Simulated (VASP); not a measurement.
# Bi2TeSe2 (R-3m) in VASP: single point with r2SCAN

Aim: the single point of Bi2TeSe2 with r2SCAN.

Everything below comes from runs of VASP 6.6.1. Logs are shortened: lines on timing, memory, paths and dates and some standing lists are left out, and cuts for length are marked.

### Step 1. The cell of the first run

It takes space group R-3m (No. 166, trigonal). The conventional cell has a = 4.196 Å, b = 4.196 Å, c = 28.959 Å, α = 90.00°, β = 90.00°, γ = 120.00°. Within 3.8 Å of Bi (site symmetry 3m) lie 3 Se at 2.85 Å and 3 Te at 3.20 Å. Within 4.2 Å of Te (site symmetry -3m) lie 6 Bi at 3.20 Å and 6 Te at 4.20 Å. Se (site symmetry 3m) has 3 Bi at 2.85 Å and 3 Se at 3.45 Å within 3.8 Å.

### Step 2. Single point, r2SCAN

Contents of POSCAR:

```
Bi2TeSe2
1.0
    2.0979352951      1.2112435074      9.6528466404
   -2.0979352951      1.2112435074      9.6528466404
    0.0000000000     -2.4224870147      9.6528466404
Bi Te Se
2 1 2
Direct
    0.4057884528      0.4057884528      0.4057884528
    0.5942115472      0.5942115472      0.5942115472
    0.0000000000      0.0000000000      0.0000000000
    0.2089714623      0.2089714623      0.2089714623
    0.7910285377      0.7910285377      0.7910285377
```

Contents of INCAR.step1:

```
SYSTEM = Bi2TeSe2
PREC     = Accurate       ! precision mode
ENCUT    = 520            ! plane-wave cutoff, eV
ISMEAR   = 0              ! smearing method
SIGMA    = 0.05           ! smearing width, eV
LREAL    = .False.        ! projectors in reciprocal space
LASPH    = .True.         ! aspherical terms in the spheres
NELM     = 100            ! most SCF steps
NBANDS   = 32             ! bands
GGA      = PE             ! functional
ALGO     = Normal         ! electronic algorithm
EDIFF    = 1E-4           ! SCF threshold, eV
LWAVE    = .True.         ! write WAVECAR
LCHARG   = .False.        ! write CHGCAR
```

Contents of INCAR.step2:

```
SYSTEM = Bi2TeSe2
PREC     = Accurate       ! precision mode
ENCUT    = 520            ! plane-wave cutoff, eV
EDIFF    = 1E-6           ! SCF threshold, eV
ISMEAR   = 0              ! smearing method
SIGMA    = 0.05           ! smearing width, eV
LREAL    = .False.        ! projectors in reciprocal space
LASPH    = .True.         ! aspherical terms in the spheres
NELM     = 100            ! most SCF steps
ALGO     = Normal         ! electronic algorithm
ISIF     = 2              ! what is computed and relaxed
LWAVE    = .False.        ! write WAVECAR
LCHARG   = .False.        ! write CHGCAR
METAGGA  = R2SCAN         ! meta-GGA
LMIXTAU  = .True.       
NBANDS   = 32             ! bands
ISTART   = 1
```

Contents of KPOINTS:

```
Automatic mesh
0
Gamma
  8 8 8
  0 0 0
```

Potentials or basis: VASP PAW PBE potentials, release 64 (Bi_d, Te, Se).

On the command line:

```console
$ cat potpaw_PBE.64/Bi_d/POTCAR potpaw_PBE.64/Te/POTCAR potpaw_PBE.64/Se/POTCAR > POTCAR
$ cp INCAR.step1 INCAR
$ mpirun -np 1 vasp_std > vasp.out
$ cp INCAR.step2 INCAR
$ mpirun -np 1 vasp_std > vasp.out
```

OUTCAR:

```text
SYSTEM = Bi2TeSe2
   PREC = Accurate
   ENCUT = 520
   EDIFF = 1E-6
   ISMEAR = 0
   LREAL = .False.
   LASPH = .True.
   NELM = 100
   ISIF = 2
   METAGGA = R2SCAN
   ISTART = 1

 ion  position               nearest neighbor table
   1  0.406  0.406  0.406-   5 2.85   5 2.85   5 2.85   3 3.20   3 3.20   3 3.20
   2  0.594  0.594  0.594-   4 2.85   4 2.85   4 2.85   3 3.20   3 3.20   3 3.20
   3  0.000  0.000  0.000-   2 3.20   2 3.20   1 3.20   1 3.20   2 3.20   1 3.20
   4  0.209  0.209  0.209-   2 2.85   2 2.85   2 2.85
   5  0.791  0.791  0.791-   1 2.85   1 2.85   1 2.85

  LATTYP: Found a trigonal (rhomboedric) cell.
 ALAT       =     9.9521802435
 COS(alpha) =     0.9111253898

  Lattice vectors:

 A1 = (   2.0979352951,   1.2112435074,   9.6528466404)
 A2 = (  -2.0979352951,   1.2112435074,   9.6528466404)
 A3 = (   0.0000000000,  -2.4224870147,   9.6528466404)

Analysis of symmetry for initial positions (statically):
=====================================================================
 Subroutine PRICEL returns:
 Original cell was already a primitive cell.

 Routine SETGRP: Setting up the symmetry group for a
 trigonal (rhombohedral) supercell.

 Subroutine GETGRP returns: Found 12 space group operations
 (whereof 12 operations were pure point group operations)
 out of a pool of 12 trial point group operations.

The static configuration has the point symmetry D_3d.

Analysis of symmetry for dynamics (positions and initial velocities):
=====================================================================
 Subroutine PRICEL returns:
 Original cell was already a primitive cell.

 Routine SETGRP: Setting up the symmetry group for a
 trigonal (rhombohedral) supercell.

 Subroutine GETGRP returns: Found 12 space group operations
 (whereof 12 operations were pure point group operations)
 out of a pool of 12 trial point group operations.

The dynamic configuration has the point symmetry D_3d.

 Subroutine INISYM returns: Found 12 space group operations
 (whereof 12 operations are pure point group operations),
 and found     1 'primitive' translations

----------------------------------------------------------------------------------------

                                     Primitive cell

  volume of cell :     147.1737

  direct lattice vectors                    reciprocal lattice vectors
     2.097935295  1.211243507  9.652846640     0.238329562  0.137599637  0.034532128
    -2.097935295  1.211243507  9.652846640    -0.238329562  0.137599637  0.034532128
     0.000000000 -2.422487015  9.652846640     0.000000000 -0.275199274  0.034532128

  length of vectors
     9.952180244  9.952180244  9.952180244     0.277357365  0.277357365  0.277357365

  position of ions in fractional coordinates (direct lattice)
     0.405788453  0.405788453  0.405788453
     0.594211547  0.594211547  0.594211547
     0.000000000  0.000000000  0.000000000
     0.208971462  0.208971462  0.208971462
     0.791028538  0.791028538  0.791028538

  ion indices of the primitive-cell ions
   primitive index   ion index
                 1           1
                 2           2
                 3           3
                 4           4
                 5           5

----------------------------------------------------------------------------------------

 KPOINTS: Automatic mesh

Automatic generation of k-mesh.
 Grid dimensions read from file:
 generate k-points for:    8    8    8

 Generating k-lattice:

  Cartesian coordinates                     Fractional coordinates (reciprocal lattice)
     0.029791195  0.017199955  0.004316516     0.125000000 -0.000000000 -0.000000000
    -0.029791195  0.017199955  0.004316516    -0.000000000  0.125000000 -0.000000000
     0.000000000 -0.034399909  0.004316516     0.000000000  0.000000000  0.125000000

  Length of vectors
     0.034669671  0.034669671  0.034669671

  Shift w.r.t. Gamma in fractional coordinates (k-lattice)
     0.000000000  0.000000000  0.000000000

 Subroutine IBZKPT returns following result:
 ===========================================

 Found     65 irreducible k-points:

 Following reciprocal coordinates:
            Coordinates               Weight
  0.000000  0.000000  0.000000      1.000000
  0.125000  0.000000 -0.000000      6.000000
  0.250000  0.000000 -0.000000      6.000000
  0.375000  0.000000  0.000000      6.000000
  0.500000  0.000000 -0.000000      3.000000
  0.125000  0.125000 -0.000000      6.000000
[... 16 lines left out ...]
  0.250000  0.125000  0.125000      6.000000
  0.375000  0.125000  0.125000      6.000000
 [... further k-points ...]
   k-points           NKPTS =     65   k-points in BZ     NKDIM =     65   number of bands    NBANDS=     32
   number of dos      NEDOS =    301   number of ions     NIONS =      5
   total plane-waves  NPLWV = 512000
   dimension x,y,z NGX =    80 NGY =   80 NGZ =   80
   dimension x,y,z NGXF=   160 NGYF=  160 NGZF=  160
   ions per type =               2   1   2
   NGX,Y,Z   is equivalent  to a cutoff of  13.36, 13.36, 13.36 a.u.
   NGXF,Y,Z  is equivalent  to a cutoff of  26.73, 26.73, 26.73 a.u.
 SYSTEM =  Bi2TeSe2
   PREC   = accura    normal or accurate (medium, high low for compatibility)
   ISTART =      1    job   : 0-new  1-cont  2-samecut
   ICHARG =      0    charge: 1-file 2-atom 10-const
   ISPIN  =      1    spin polarized calculation?
   LNONCOLLINEAR =      F non collinear calculations
   LSORBIT =      F    spin-orbit coupling
   LASPH  =      T    aspherical Exc in radial PAW
   ENCUT  =  520.0 eV  38.22 Ry    6.18 a.u.  18.50 18.50 18.50*2*pi/ulx,y,z
   NELM   =    100;   NELMIN=  2; NELMDL=  0     # of ELM steps
   EDIFF  = 0.1E-05   stopping-criterion for ELM
   LREAL  =      F    real-space projection
   EDIFFG = 0.1E-04   stopping-criterion for IOM
   NSW    =      0    number of steps for IOM
   IBRION =     -1    ionic relax: 0-MD 1-quasi-New 2-CG
   NFREE  =      0    steps in history (QN), initial steepest desc. (CG)
   ISIF   =      2    stress and relaxation
   ISYM   =      2    0-nonsym 1-usesym 2-fastsym
   POTIM  = 0.5000    time-step for ionic-motion
   TEBEG  =    0.0;   TEEND  =   0.0 temperature during run
   PSTRESS=    0.0 pullay stress
   NELECT =      48.0000    total number of electrons
   NUPDOWN=      -1.0000    fix difference up-down
   EMIN   =  10.00;   EMAX   =-10.00  energy-range for DOS
   EFERMI =   0.00;   METHOD = LEGACY
   ISMEAR =     0;   SIGMA  =   0.05  broadening in eV -4-tet -1-fermi 0-gaus
   EFERMI_NEDOS =   21; number of points for ismear=-14 and -15
   IALGO  =     38    algorithm
   IMIX   =      4    mixing-type and parameters
     AMIX     =   0.40;   BMIX     =  1.00
     AMIX_MAG =   1.60;   BMIX_MAG =  1.00
  volume/ion in A,a.u.               =      29.43       198.64
  Fermi-wavevector in a.u.,A,eV,Ry     =   1.126882  2.129499 17.277541  1.269863
  Thomas-Fermi vector in A             =   2.263566
   LORBIT       =      0    0 simple, 1 ext, 2 COOP (PROOUT), +10 PAW based schemes
   METAGGA = R2SCAN    functional components
   LHFCALC =     F    Hartree Fock is set to
   AEXX    =    0.0000 exact exchange contribution
   IVDW    =     0    specifies the selected vdW correction
   LEPSILON=     F    determine dielectric tensor
   LRPA    =     F    only Hartree local field effects (RPA)
 non-spin polarized calculation
 Gauss-broadening in eV      SIGMA  =   0.05
  energy-cutoff  :      520.00
  volume of cell :      147.17
 maximum number of plane-waves:      3982
 NGX is ok and might be reduce to    80
   NGX = 37   NGY = 37   NGZ = 37

 number of electron      48.0000001 magnetization

 Free energy of the ion-electron system (eV)
  ---------------------------------------------------
  ext. energy  EPLUGINS =         0.00000000
  ---------------------------------------------------
  free energy    TOTEN  =      -172.64585756 eV

  energy without entropy =     -172.64585756  energy(sigma->0) =     -172.64585756

 E-fermi :   5.7793     XC(G=0): -10.1021

 val. band max:        5.4840109838   @ k =   0.0000   0.0000   0.0000
 cond. band min:       6.3537330296   @ k =   0.0000   0.0000   0.0000
 fundamental gap:      0.8697220458
 Fermi energy:         5.7792635874

 k-point     1 :       0.0000    0.0000    0.0000
  band No.  band energies     occupation
      1     -18.3993      2.00000
      2     -18.3993      2.00000
      3     -18.3976      2.00000
      4     -18.3976      2.00000
      5     -18.3867      2.00000
      6     -18.3846      2.00000
[... 24 lines left out ...]
     31      10.9541      0.00000
     32      12.5257      0.00000

 k-point     2 :       0.1250    0.0000   -0.0000
  band No.  band energies     occupation
      1     -18.4024      2.00000
      2     -18.4003      2.00000
      3     -18.3967      2.00000
      4     -18.3950      2.00000
      5     -18.3844      2.00000
      6     -18.3825      2.00000
[... 24 lines left out ...]
     31      10.8572      0.00000
     32      11.5654      0.00000

 k-point     3 :       0.2500    0.0000   -0.0000
  band No.  band energies     occupation
      1     -18.4103      2.00000
      2     -18.4076      2.00000
      3     -18.3923      2.00000
      4     -18.3904      2.00000
      5     -18.3829      2.00000
      6     -18.3805      2.00000
[... 24 lines left out ...]
     31      10.1600      0.00000
     32      11.9711      0.00000

 k-point     4 :       0.3750    0.0000    0.0000
  band No.  band energies     occupation
      1     -18.4186      2.00000
      2     -18.4152      2.00000
      3     -18.3907      2.00000
      4     -18.3881      2.00000
      5     -18.3853      2.00000
      6     -18.3829      2.00000
[... 24 lines left out ...]
     31      10.4277      0.00000
     32      11.8962      0.00000

 k-point     5 :       0.5000    0.0000   -0.0000
  band No.  band energies     occupation
      1     -18.4221      2.00000
      2     -18.4185      2.00000
      3     -18.3905      2.00000
      4     -18.3876      2.00000
      5     -18.3865      2.00000
      6     -18.3840      2.00000
[... 584 lines left out ...]
     31      11.2418      0.00000
     32      12.5571      0.00000

 k-point    22 :       0.1250    0.1250    0.1250
  band No.  band energies     occupation
      1     -18.3993      2.00000
      2     -18.3993      2.00000
      3     -18.3976      2.00000
      4     -18.3976      2.00000
      5     -18.3866      2.00000
      6     -18.3846      2.00000
[... 24 lines left out ...]
     31      10.9628      0.00000
     32      12.4578      0.00000

 k-point    23 :       0.2500    0.1250    0.1250
  band No.  band energies     occupation
      1     -18.4024      2.00000
      2     -18.4003      2.00000
      3     -18.3967      2.00000
      4     -18.3950      2.00000
      5     -18.3843      2.00000
      6     -18.3826      2.00000
[... 24 lines left out ...]
     31      10.8454      0.00000
     32      11.6821      0.00000

 k-point    24 :       0.3750    0.1250    0.1250
  band No.  band energies     occupation
      1     -18.4102      2.00000
      2     -18.4076      2.00000
      3     -18.3923      2.00000
      4     -18.3904      2.00000
      5     -18.3829      2.00000
      6     -18.3805      2.00000
[... 24 lines left out ...]
     31      10.1980      0.00000
     32      12.0023      0.00000

 [... further k-points ...]

------------------------ aborting loop because EDIFF is reached ----------------------------------------

  FORCE on cell =-STRESS in cart. coord.  units (eV):
  Direction    XX          YY          ZZ          XY          YZ          ZX
  --------------------------------------------------------------------------------------
  -------------------------------------------------------------------------------------
  Total        2.7044507      2.7044507      2.6894436      0.0000000      0.0000000      0.0000000
  in kB       29.4414672     29.4414672     29.2780951      0.0000000      0.0000000      0.0000000
  external PRESSURE =      29.3870098 kB  Pullay stress =       0.0000000 kB

 VOLUME and BASIS-vectors are now :
 -----------------------------------------------------------------------------
  energy-cutoff  :      520.00
  volume of cell :      147.17
      direct lattice vectors                 reciprocal lattice vectors
     2.097935295  1.211243507  9.652846640     0.238329562  0.137599637  0.034532128
    -2.097935295  1.211243507  9.652846640    -0.238329562  0.137599637  0.034532128
     0.000000000 -2.422487015  9.652846640     0.000000000 -0.275199274  0.034532128

 POSITION                                       TOTAL-FORCE (eV/Angst)
 -----------------------------------------------------------------------------------
      0.00000      0.00000     11.75104         0.000000     -0.000000     -0.000928
      0.00000      0.00000     17.20750         0.000000      0.000000      0.000928
      0.00000      0.00000      0.00000        -0.000000      0.000000     -0.000000
      0.00000      0.00000      6.05151         0.000000     -0.000000     -0.013717
      0.00000      0.00000     22.90703         0.000000      0.000000      0.013717
 -----------------------------------------------------------------------------------
    total drift:                               -0.000000     -0.000000      0.000000

  FREE ENERGIE OF THE ION-ELECTRON SYSTEM (eV)
  ---------------------------------------------------
  free  energy   TOTEN  =      -172.6458575647 eV

  energy  without entropy=     -172.6458575647  energy(sigma->0) =     -172.64585756
```

It took 1.6 h on 1 thread of AMD EPYC 9R45 (Zen 5), shared host; peak memory 1.2 GiB.

Results:

| Quantity | Value |
| --- | --- |
| Free energy | -172.6459 eV |
| Pressure | 2.9 GPa |
| Largest force | 0.014 eV/Å |
| Band gap on the k mesh | 0.87 eV, direct |

Forces on the atoms (eV/Å):
```
Bi   0.000  0.000 -0.001
Bi   0.000  0.000  0.001
Te   0.000  0.000  0.000
Se   0.000  0.000 -0.014
Se   0.000  0.000  0.014
```

Caveat: the PAW data sets were made with another functional, which shifts forces and pressure a little; spin-orbit coupling is left out, which moves the levels of the heavy elements. r2SCAN opens gaps a little over a GGA but as a rule still falls short of measured ones.
